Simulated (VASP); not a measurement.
Input of a VASP 6.6.1 run:

Contents of POSCAR:

```
CaF2
1.0
    0.0000000000      2.7001162413      2.7001162413
    2.7001162413      0.0000000000      2.7001162413
    2.7001162413      2.7001162413      0.0000000000
Ca F
1 2
Direct
    0.0000000000      0.0000000000      0.0000000000
    0.2500000000      0.2500000000      0.2500000000
    0.7500000000      0.7500000000      0.7500000000
```

File INCAR.step1:

```
PREC     = Accurate       # precision mode
ENCUT    = 660            # plane-wave cutoff, eV
ISMEAR   = 0              # smearing method
SIGMA    = 0.01           # smearing width, eV
LREAL    = False          # projectors in reciprocal space
LASPH    = True           # aspherical terms in the spheres
NELM     = 120            # most SCF steps
NBANDS   = 19             # bands
GGA      = PE             # functional
ALGO     = Normal         # electronic algorithm
EDIFF    = 1E-5           # SCF threshold, eV
LWAVE    = True           # write WAVECAR
LCHARG   = False          # write CHGCAR
GGA_COMPAT= False
```

File INCAR.step2:

```
PREC     = Accurate       # precision mode
ENCUT    = 660            # plane-wave cutoff, eV
EDIFF    = 1E-6           # SCF threshold, eV
ISMEAR   = 0              # smearing method
SIGMA    = 0.01           # smearing width, eV
LREAL    = False          # projectors in reciprocal space
LASPH    = True           # aspherical terms in the spheres
NELM     = 120            # most SCF steps
ALGO     = Normal         # electronic algorithm
ISIF     = 2              # what is computed and relaxed
LWAVE    = False          # write WAVECAR
LCHARG   = False          # write CHGCAR
METAGGA  = R2SCAN         # meta-GGA
LMIXTAU  = True         
NBANDS   = 19             # bands
ISTART   = 1            
GGA_COMPAT= False
```

File KPOINTS:

```
Automatic mesh
0
Gamma
  8 8 8
```

Potentials or basis: VASP PAW PBE potentials, release 64 (Ca_sv, F).

The run is started by

```sh
$ cat potpaw_PBE.64/Ca_sv/POTCAR potpaw_PBE.64/F/POTCAR > POTCAR
$ cp INCAR.step1 INCAR
$ mpirun -np 1 vasp_std > vasp.out
$ cp INCAR.step2 INCAR
$ mpirun -np 1 vasp_std > vasp.out
```

Question: Predict the pressure.

Answer: 2.5 GPa.

Question: Predict the band gap on the k mesh.

Answer: 8.16 eV (least direct gap 8.42 eV).

Caveat: the PAW data sets were made with another functional, which shifts forces and pressure a little. A k mesh can miss the band edges.
